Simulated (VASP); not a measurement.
Na, 1 atom in the cell. It takes space group I4/mmm (No. 139, tetragonal). The conventional cell has a = 4.235 Å, b = 4.235 Å, c = 4.309 Å, α = 90.00°, β = 90.00°, γ = 90.00°. Na (site symmetry 4/mmm) has 14 Na at 3.69 to 4.31 Å within 4.8 Å.  This cell differs from its parent crystal: strain +0.0175 x Voigt [0, 1, 0, 0, 0, 0].

- Program: VASP 6.6.1
- Task: single point
- Functional: PBE
- Potentials or basis: VASP PAW PBE potentials, release 64 (Na_pv)
- Cutoff: 520 eV
- k mesh: 16 × 16 × 16
- Occupations: gaussian, width 0.15 eV
- Spin: no spin polarisation
- Dipole correction: no
- Further INCAR settings: ALGO = Normal; EDIFF = 1e-06; NBANDS = 10

Potentials or basis: VASP PAW PBE potentials, release 64 (Na_pv).

The run is started by

```sh
$ cat potpaw_PBE.64/Na_pv/POTCAR > POTCAR
$ mpirun -np 1 vasp_std > vasp.out
```

Hardware: 1 thread of Intel Xeon 8259CL, on a shared host.

**Question.** Estimate the wall time of this run.

**Answer.** Run time: 100 s on 1 thread of Intel Xeon 8259CL, with other jobs on the host, peak memory 0.23 GiB. Counts: scf iterations 9, k points 349.
